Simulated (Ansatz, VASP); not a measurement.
One calculation of Se, two programs

```
CELL_PARAMETERS angstrom
0.00000 2.20873 2.20873
2.20873 0.00000 2.20873
2.20873 2.20873 0.00000
ATOMIC_POSITIONS crystal
Se 0.00000 0.00000 0.00000
```

Change from the starting cell: volume scaled by 1.06.

Alike in both runs: task single point; functional PBE; k mesh 16 × 16 × 16; occupations fermi-dirac, width 0.03 eV; no spin polarisation.

|  | VASP | Ansatz |
| --- | --- | --- |
| version | VASP 6.6.1 | Ansatz 0.2.0 |
| potentials or method | VASP PAW PBE potentials, release 64 (Se), cutoff 520 eV | all-electron LAPW, scalar-relativistic |

|  | VASP | Ansatz | Ansatz less VASP |
| --- | --- | --- | --- |
| pressure (GPa) | -3.6 | -3.6 | +0.02 |

Ansatz ran all-electron here, and VASP with PAW potentials.
